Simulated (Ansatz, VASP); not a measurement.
**BiW: VASP beside Ansatz**

Contents of INCAR:

```
SYSTEM = BiW
ALGO = Fast ; EDIFF = 1E-6
EDIFFG = -0.04 ; ENCUT = 600
GGA = PE ; IBRION = 2
ISIF = 3 ; ISMEAR = 0
LASPH = .True. ; LCHARG = .False.
LREAL = .False. ; LWAVE = .False.
NELM = 80 ; NSW = 90
PREC = Accurate ; SIGMA = 0.1
```

KPOINTS

```
k-points
0
Gamma
  4 4 4
  0 0 0
```

File POSCAR:

```
BiW
1.0
    5.5678722051      0.0000000000      0.0000000000
    0.0000000000      5.5678722051      0.0000000000
    0.0000000000      0.0000000000      5.5678722051
Bi W
4 4
Direct
    0.1340000000      0.1340000000      0.1340000000
    0.3660000000      0.8660000000      0.6340000000
    0.6340000000      0.3660000000      0.8660000000
    0.8660000000      0.6340000000      0.3660000000
    0.8445000000      0.8445000000      0.8445000000
    0.6555000000      0.1555000000      0.3445000000
    0.3445000000      0.6555000000      0.1555000000
    0.1555000000      0.3445000000      0.6555000000
```

Input for Ansatz:

```yaml
crystal:
  lattice:
    - [5.5678722051, 0.0, 0.0]
    - [0.0, 5.5678722051, 0.0]
    - [0.0, 0.0, 5.5678722051]
  atoms:
    - { symbol: Bi, position: [0.134, 0.134, 0.134] }
    - { symbol: Bi, position: [0.366, 0.866, 0.634] }
    - { symbol: Bi, position: [0.634, 0.366, 0.866] }
    - { symbol: Bi, position: [0.866, 0.634, 0.366] }
    - { symbol: W, position: [0.8445, 0.8445, 0.8445] }
    - { symbol: W, position: [0.6555, 0.1555, 0.3445] }
    - { symbol: W, position: [0.3445, 0.6555, 0.1555] }
    - { symbol: W, position: [0.1555, 0.3445, 0.6555] }
basis:
  ecutwfc: 420
kpoints:
  mp_grid: { grid: [4, 4, 4] }
hamiltonian:
  xc: pbe
scf:
  occupations: { method: gaussian, width: 0.1 }
  lower_state_search: "off"
output:
  forces: true
  stress: true
  eigenvalues: true
relax:
  adjacent_minimum: "off"
  f_tol: 0.04
  max_steps: 70
  cell: { stress_tol: 0.4 }
```

Alike in both runs: task relaxation of cell and atoms; functional PBE; k mesh 4 × 4 × 4; occupations gaussian, width 0.1 eV; no spin polarisation.

|  | VASP | Ansatz |
| --- | --- | --- |
| version | VASP 6.6.1 | Ansatz 0.2.0 |
| potentials or method | VASP PAW PBE potentials, release 64 (Bi_d, W_sv), cutoff 600 eV | scalar-relativistic, plane waves, PAW |
| valence electrons in the cell | 116 | 116 |

Ansatz gave:

* gap on the k mesh at the Fermi level, each at its own relaxed structure (eV): none
* relaxed volume (Å³/atom): 20.98
* relaxed cell length with the largest relative difference (Å): 5.516

**Question.** Estimate VASP's values.

**Answer.** gap on the k mesh at the Fermi level, each at its own relaxed structure (eV): none; relaxed volume (Å³/atom): 20.97; relaxed cell length with the largest relative difference (Å): 5.516.

A gap of «none» marks a metal or a gap that the smearing closes.

Neither program's run includes spin-orbit coupling.
